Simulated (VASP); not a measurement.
# Li6Te2O (P4/mmm) in VASP: density of states with PBE

Aim: the density of states of Li6Te2O with PBE.

All numbers are computed with VASP 6.6.1; they aren't measurements. Logs are shortened: lines on timing, memory, paths and dates and some standing lists are left out, and cuts for length are marked.

**1. The cell of the first run**

The structure is tetragonal, space group P4/mmm (No. 123). Conventional cell: a = 4.469 Å, b = 4.469 Å, c = 10.631 Å, α = 90.00°, β = 90.00°, γ = 90.00°. Within 3.4 Å of Li (site symmetry 2mm) lie 2 Te at 2.59 Å and 7 Li at 2.65 to 3.16 Å and 2 O at 2.65 Å. Within 3.4 Å of Li (site symmetry 4/mmm) lie 2 Te at 2.58 Å. Within 3.5 Å of Li (site symmetry 4/mmm) lie 8 Li at 2.65 Å and 2 Te at 2.74 Å and 4 O at 3.16 Å. Within 3.4 Å of Te (site symmetry 4mm) lie 6 Li at 2.58 to 2.74 Å. O (site symmetry 4/mmm) has 12 Li at 2.65 to 3.16 Å within 3.5 Å.

**2. Density of states, PBE**

Contents of POSCAR:

```
Li6Te2O
1.0
    4.4691231576      0.0000000000      0.0000000000
    0.0000000000      4.4691231576      0.0000000000
    0.0000000000      0.0000000000     10.6314567711
Li Te O
6 2 1
Direct
    0.5000000000      0.0000000000      0.1340115915
    0.5000000000      0.0000000000      0.8659884085
    0.0000000000      0.5000000000      0.1340115915
    0.0000000000      0.5000000000      0.8659884085
    0.0000000000      0.0000000000      0.5000000000
    0.0000000000      0.0000000000      0.0000000000
    0.0000000000      0.0000000000      0.2576765683
    0.0000000000      0.0000000000      0.7423234317
    0.5000000000      0.5000000000      0.0000000000
```

Contents of INCAR.step1:

```
SYSTEM = Li6Te2O
PREC     = Accurate       ! precision mode
ENCUT    = 520            ! plane-wave cutoff, eV
EDIFF    = 1E-6           ! SCF threshold, eV
ISMEAR   = 0              ! smearing method
SIGMA    = 0.02           ! smearing width, eV
LREAL    = .FALSE.        ! projectors in reciprocal space
LASPH    = .TRUE.         ! aspherical terms in the spheres
NELM     = 100            ! most SCF steps
ALGO     = Normal         ! electronic algorithm
ISIF     = 2              ! what is computed and relaxed
LWAVE    = .FALSE.        ! write WAVECAR
LCHARG   = .TRUE.         ! write CHGCAR
GGA      = PE             ! functional
NBANDS   = 28             ! bands
```

Contents of KPOINTS.step1:

```
regular mesh
0
G
  6 6 4
  0 0 0
```

Contents of INCAR.step2:

```
SYSTEM = Li6Te2O
PREC     = Accurate       ! precision mode
ENCUT    = 520            ! plane-wave cutoff, eV
EDIFF    = 1E-6           ! SCF threshold, eV
ISMEAR   = -5             ! smearing method
SIGMA    = 0.02           ! smearing width, eV
LREAL    = .FALSE.        ! projectors in reciprocal space
LASPH    = .TRUE.         ! aspherical terms in the spheres
NELM     = 100            ! most SCF steps
ALGO     = Normal         ! electronic algorithm
ISIF     = 2              ! what is computed and relaxed
LWAVE    = .FALSE.        ! write WAVECAR
LCHARG   = .FALSE.        ! write CHGCAR
GGA      = PE             ! functional
LORBIT   = 10             ! projections on sites
NEDOS    = 2001           ! points of the DOS
ICHARG   = 11             ! starting density
```

Contents of KPOINTS.step2:

```
regular mesh
0
G
  9 9 6
  0 0 0
```

Potentials or basis: VASP PAW PBE potentials, release 64 (Li_sv, Te, O).

On the command line:

```sh
> cat potpaw_PBE.64/Li_sv/POTCAR potpaw_PBE.64/Te/POTCAR potpaw_PBE.64/O/POTCAR > POTCAR
> cp INCAR.step1 INCAR
> cp KPOINTS.step1 KPOINTS
> mpirun -np 1 vasp_std > vasp.out
> cp INCAR.step2 INCAR
> cp KPOINTS.step2 KPOINTS
> mpirun -np 1 vasp_std > vasp.out
```

OUTCAR:

```text
SYSTEM = Li6Te2O
   PREC = Accurate
   ENCUT = 520
   EDIFF = 1E-6
   ISMEAR = -5
   LREAL = .FALSE.
   LASPH = .TRUE.
   NELM = 100
   ISIF = 2
   GGA = PE
   LORBIT = 10
   ICHARG = 11

 ion  position               nearest neighbor table
   1  0.500  0.000  0.134-   7 2.59   7 2.59
   2  0.500  0.000  0.866-   8 2.59   8 2.59
   3  0.000  0.500  0.134-   7 2.59   7 2.59
   4  0.000  0.500  0.866-   8 2.59   8 2.59
   5  0.000  0.000  0.500-   7 2.58   8 2.58
   6  0.000  0.000  0.000-   7 2.74   8 2.74
   7  0.000  0.000  0.258-   5 2.58   3 2.59   1 2.59   3 2.59   1 2.59   6 2.74
   8  0.000  0.000  0.742-   5 2.58   4 2.59   2 2.59   4 2.59   2 2.59   6 2.74
   9  0.500  0.500  0.000-

  LATTYP: Found a simple tetragonal cell.
 ALAT       =     4.4691231576
 C/A-ratio  =     2.3788686049

  Lattice vectors:

 A1 = (   4.4691231576,   0.0000000000,   0.0000000000)
 A2 = (   0.0000000000,   4.4691231576,   0.0000000000)
 A3 = (   0.0000000000,   0.0000000000,  10.6314567711)

Analysis of symmetry for initial positions (statically):
=====================================================================
 Subroutine PRICEL returns:
 Original cell was already a primitive cell.

 Routine SETGRP: Setting up the symmetry group for a
 simple tetragonal supercell.

 Subroutine GETGRP returns: Found 16 space group operations
 (whereof 16 operations were pure point group operations)
 out of a pool of 16 trial point group operations.

The static configuration has the point symmetry D_4h.

Analysis of symmetry for dynamics (positions and initial velocities):
=====================================================================
 Subroutine PRICEL returns:
 Original cell was already a primitive cell.

 Routine SETGRP: Setting up the symmetry group for a
 simple tetragonal supercell.

 Subroutine GETGRP returns: Found 16 space group operations
 (whereof 16 operations were pure point group operations)
 out of a pool of 16 trial point group operations.

The dynamic configuration has the point symmetry D_4h.

 Subroutine INISYM returns: Found 16 space group operations
 (whereof 16 operations are pure point group operations),
 and found     1 'primitive' translations

----------------------------------------------------------------------------------------

                                     Primitive cell

  volume of cell :     212.3427

  direct lattice vectors                    reciprocal lattice vectors
     4.469123158  0.000000000  0.000000000     0.223757539  0.000000000  0.000000000
     0.000000000  4.469123158  0.000000000     0.000000000  0.223757539  0.000000000
     0.000000000  0.000000000 10.631456771     0.000000000  0.000000000  0.094060487

  length of vectors
     4.469123158  4.469123158 10.631456771     0.223757539  0.223757539  0.094060487

  position of ions in fractional coordinates (direct lattice)
     0.500000000  0.000000000  0.134011591
     0.500000000  0.000000000  0.865988409
     0.000000000  0.500000000  0.134011591
     0.000000000  0.500000000  0.865988409
     0.000000000  0.000000000  0.500000000
     0.000000000  0.000000000  0.000000000
     0.000000000  0.000000000  0.257676568
     0.000000000  0.000000000  0.742323432
     0.500000000  0.500000000  0.000000000

  ion indices of the primitive-cell ions
   primitive index   ion index
                 1           1
                 2           2
                 3           3
                 4           4
                 5           5
                 6           6
                 7           7
                 8           8
                 9           9

----------------------------------------------------------------------------------------

 KPOINTS: regular mesh

Automatic generation of k-mesh.
 Grid dimensions read from file:
 generate k-points for:    9    9    6

 Generating k-lattice:

  Cartesian coordinates                     Fractional coordinates (reciprocal lattice)
     0.024861949  0.000000000  0.000000000     0.111111111  0.000000000  0.000000000
     0.000000000  0.024861949  0.000000000     0.000000000  0.111111111  0.000000000
     0.000000000  0.000000000  0.015676748     0.000000000  0.000000000  0.166666667

  Length of vectors
     0.024861949  0.024861949  0.015676748

  Shift w.r.t. Gamma in fractional coordinates (k-lattice)
     0.000000000  0.000000000  0.000000000

 TETIRR: Found    723 inequivalent tetrahedra from     2916

 Subroutine IBZKPT returns following result:
 ===========================================

 Found     60 irreducible k-points:

 Following reciprocal coordinates:
            Coordinates               Weight
  0.000000  0.000000  0.000000      1.000000
  0.111111  0.000000  0.000000      4.000000
  0.222222  0.000000  0.000000      4.000000
  0.333333  0.000000  0.000000      4.000000
  0.444444  0.000000  0.000000      4.000000
  0.111111  0.111111  0.000000      4.000000
[... 16 lines left out ...]
  0.333333  0.111111  0.166667     16.000000
  0.444444  0.111111  0.166667     16.000000
 [... further k-points ...]
   k-points           NKPTS =     60   k-points in BZ     NKDIM =     60   number of bands    NBANDS=     23
   number of dos      NEDOS =   2001   number of ions     NIONS =      9
   total plane-waves  NPLWV = 103680
   dimension x,y,z NGX =    36 NGY =   36 NGZ =   80
   dimension x,y,z NGXF=    72 NGYF=   72 NGZF=  160
   ions per type =               6   2   1
   NGX,Y,Z   is equivalent  to a cutoff of  13.39, 13.39, 12.51 a.u.
   NGXF,Y,Z  is equivalent  to a cutoff of  26.78, 26.78, 25.02 a.u.
 SYSTEM =  Li6Te2O
   PREC   = accura    normal or accurate (medium, high low for compatibility)
   ISTART =      0    job   : 0-new  1-cont  2-samecut
   ICHARG =     11    charge: 1-file 2-atom 10-const
   ISPIN  =      1    spin polarized calculation?
   LNONCOLLINEAR =      F non collinear calculations
   LSORBIT =      F    spin-orbit coupling
   LASPH  =      T    aspherical Exc in radial PAW
   ENCUT  =  520.0 eV  38.22 Ry    6.18 a.u.   8.31  8.31 19.77*2*pi/ulx,y,z
   NELM   =    100;   NELMIN=  2; NELMDL=  0     # of ELM steps
   EDIFF  = 0.1E-05   stopping-criterion for ELM
   LREAL  =      F    real-space projection
[... 7 lines left out ...]
   TEBEG  =    0.0;   TEEND  =   0.0 temperature during run
   PSTRESS=    0.0 pullay stress
   NELECT =      36.0000    total number of electrons
   NUPDOWN=      -1.0000    fix difference up-down
   EMIN   =  10.00;   EMAX   =-10.00  energy-range for DOS
   EFERMI =   0.00;   METHOD = LEGACY
   ISMEAR =    -5;   SIGMA  =   0.02  broadening in eV -4-tet -1-fermi 0-gaus
   EFERMI_NEDOS =   21; number of points for ismear=-14 and -15
   IALGO  =     38    algorithm
   IMIX   =      4    mixing-type and parameters
     AMIX     =   0.40;   BMIX     =  1.00
     AMIX_MAG =   1.60;   BMIX_MAG =  1.00
  volume/ion in A,a.u.               =      23.59       159.22
  Fermi-wavevector in a.u.,A,eV,Ry     =   0.906073  1.712230 11.169952  0.820968
  Thomas-Fermi vector in A             =   2.029717
   LORBIT       =     10    0 simple, 1 ext, 2 COOP (PROOUT), +10 PAW based schemes
   GGA     = PE    functional components
   LHFCALC =     F    Hartree Fock is set to
   AEXX    =    0.0000 exact exchange contribution
   IVDW    =     0    specifies the selected vdW correction
   LEPSILON=     F    determine dielectric tensor
   LRPA    =     F    only Hartree local field effects (RPA)
 non-spin polarized calculation
 Fermi weights with tetrahedron method with Bloechl corrections
  energy-cutoff  :      520.00
  volume of cell :      212.34
 maximum number of plane-waves:      5760
 NGX is ok and might be reduce to    36

 number of electron      36.0000036 magnetization

 Free energy of the ion-electron system (eV)
  ---------------------------------------------------
  ext. energy  EPLUGINS =         0.00000000
  ---------------------------------------------------
  free energy    TOTEN  =       -29.75201542 eV

  energy without entropy =      -29.75201542  energy(sigma->0) =      -29.75201542

 E-fermi :   0.6061     XC(G=0):  -7.0226

 val. band max:        0.5956028054   @ k =   0.0000   0.0000   0.5000
 cond. band min:       2.2231532272   @ k =   0.0000   0.0000   0.0000
 fundamental gap:      1.6275504219
 Fermi energy:         0.6061254895

 k-point     1 :       0.0000    0.0000    0.0000
  band No.  band energies     occupation
      1     -45.8405      2.00000
      2     -45.7506      2.00000
      3     -44.5212      2.00000
      4     -44.5150      2.00000
      5     -44.5126      2.00000
      6     -44.5060      2.00000
[... 15 lines left out ...]
     22       5.4213      0.00000
     23       5.4213      0.00000

 k-point     2 :       0.1111    0.0000    0.0000
  band No.  band energies     occupation
      1     -45.8405      2.00000
      2     -45.7506      2.00000
      3     -44.5209      2.00000
      4     -44.5147      2.00000
      5     -44.5128      2.00000
      6     -44.5063      2.00000
[... 15 lines left out ...]
     22       5.3954      0.00000
     23       5.4727      0.00000
[... 544 lines left out ...]
     22       5.2639      0.00000
     23       6.1006      0.00000

 k-point    24 :       0.4444    0.1111    0.1667
  band No.  band energies     occupation
      1     -45.8402      2.00000
      2     -45.7505      2.00000
      3     -44.5177      2.00000
      4     -44.5163      2.00000
      5     -44.5111      2.00000
      6     -44.5097      2.00000
[... 15 lines left out ...]
     22       4.8973      0.00000
     23       6.1490      0.00000

 [... further k-points ...]

------------------------ aborting loop because EDIFF is reached ----------------------------------------

  FORCE on cell =-STRESS in cart. coord.  units (eV):
  Direction    XX          YY          ZZ          XY          YZ          ZX
  --------------------------------------------------------------------------------------
  -------------------------------------------------------------------------------------
  Total       -0.0264043     -0.0264043      0.0460163      0.0000000      0.0000000     -0.0000000
  in kB       -0.1992269     -0.1992269      0.3472040      0.0000000      0.0000000     -0.0000000
  external PRESSURE =      -0.0170833 kB  Pullay stress =       0.0000000 kB

 VOLUME and BASIS-vectors are now :
 -----------------------------------------------------------------------------
  energy-cutoff  :      520.00
  volume of cell :      212.34
      direct lattice vectors                 reciprocal lattice vectors
     4.469123158  0.000000000  0.000000000     0.223757539  0.000000000  0.000000000
     0.000000000  4.469123158  0.000000000     0.000000000  0.223757539  0.000000000
     0.000000000  0.000000000 10.631456771     0.000000000  0.000000000  0.094060487

 POSITION                                       TOTAL-FORCE (eV/Angst)
 -----------------------------------------------------------------------------------
      2.23456      0.00000      1.42474         0.000000     -0.000000     -0.009864
      2.23456      0.00000      9.20672         0.000000     -0.000000      0.009864
      0.00000      2.23456      1.42474         0.000000     -0.000000     -0.009864
      0.00000      2.23456      9.20672         0.000000     -0.000000      0.009864
      0.00000      0.00000      5.31573         0.000000     -0.000000      0.000000
      0.00000      0.00000      0.00000         0.000000     -0.000000      0.000000
      0.00000      0.00000      2.73948         0.000000      0.000000      0.018243
      0.00000      0.00000      7.89198        -0.000000      0.000000     -0.018243
      2.23456      2.23456      0.00000         0.000000     -0.000000      0.000000
 -----------------------------------------------------------------------------------
    total drift:                                0.000000      0.000000      0.000000

  FREE ENERGIE OF THE ION-ELECTRON SYSTEM (eV)
  ---------------------------------------------------
  free  energy   TOTEN  =       -29.7520154211 eV

  energy  without entropy=      -29.7520154211  energy(sigma->0) =      -29.75201542

 total charge

# of ion       s       p       d       tot
------------------------------------------
    1        2.023   0.055   0.000   2.078
    2        2.023   0.055   0.000   2.078
    3        2.023   0.055   0.000   2.078
    4        2.023   0.055   0.000   2.078
    5        2.019   0.042   0.000   2.061
    6        2.025   0.054   0.000   2.079
    7        1.329   2.209   0.006   3.544
    8        1.329   2.209   0.006   3.544
    9        1.564   3.222   0.000   4.786
--------------------------------------------------
tot         16.359   7.955   0.012  24.327
```

It took 8.6 min on 1 thread of Intel Xeon Platinum 8259CL at 2.50GHz (Skylake/Cascade Lake), shared host; peak memory 0.46 GiB.

What came out:

```
Valence electrons inside the program's atomic spheres : Li 2.08, 2.06; Te 3.54; O 4.79
```

Caveat: the cutoff is under 1.25 times the usual one of these potentials, so pressure, stress and relaxed cells hold a basis-set (Pulay) error; spin-orbit coupling is left out, which moves the levels of the heavy elements.
